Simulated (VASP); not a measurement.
Write the native input for VASP 6.6.1 that does the following.

```yaml
Task: single point
Functional: PBEsol
Potentials_or_basis: VASP PAW PBE potentials, release 64 (F_h)
Cutoff: 910 eV
k_mesh: 4 × 4 × 2
Occupations: gaussian, width 0.05 eV
Spin: no spin polarisation
Dipole_correction: no
Second_run: hard_potentials
Further_INCAR_settings: ALGO = Normal; EDIFF = 1e-06; NBANDS = 22
```

The structure of F lies in POSCAR:

```
F
1.0
    3.0025580230     -1.8107796449     -0.2315831773
    3.0025580230      1.8107796449     -0.2315831773
   -2.2322205195      0.0000000000      7.2411238477
F
4
Direct
    0.0848459664      0.0848459664      0.0940038325
    0.9151540336      0.9151540336      0.9059961675
    0.5015719855      0.5015719855      0.5937195244
    0.4984280145      0.4984280145      0.4062804756
```

These files were run (other wordings do the same):

INCAR

```
PREC = Accurate ; ENCUT = 910
EDIFF = 1E-6 ; ISMEAR = 0
SIGMA = 0.05 ; LREAL = False
LASPH = True ; NELM = 120
ALGO = Normal ; ISIF = 2
LWAVE = False ; LCHARG = True
GGA = PS ; LELF = True
LVHAR = True ; NBANDS = 22
GGA_COMPAT = False
```

KPOINTS

```
regular mesh
0
Gamma
  4 4 2
```

Potentials or basis: VASP PAW PBE potentials, release 64 (F_h).

Command:

```bash
$ cat potpaw_PBE.64/F_h/POTCAR > POTCAR
$ mpirun -np 1 vasp_std > vasp.out
```

Results of the run:

```yaml
Pressure: -1.8 GPa
Largest_force: 0.459 eV/Å
Band_gap_on_the_k_mesh: 2.91 eV, indirect (least direct gap 2.98 eV)
```

Caveat: the k points lie up to 0.52 Å⁻¹ apart; the cutoff is under 1.25 times the usual one of these potentials, so pressure, stress and relaxed cells hold a basis-set (Pulay) error; the PAW data sets were made with another functional, which shifts forces and pressure a little.

It took 35 s on 1 thread of Intel(R) Xeon(R) 6975P-C (Granite Rapids) (shared host), peak memory 0.3 GiB.
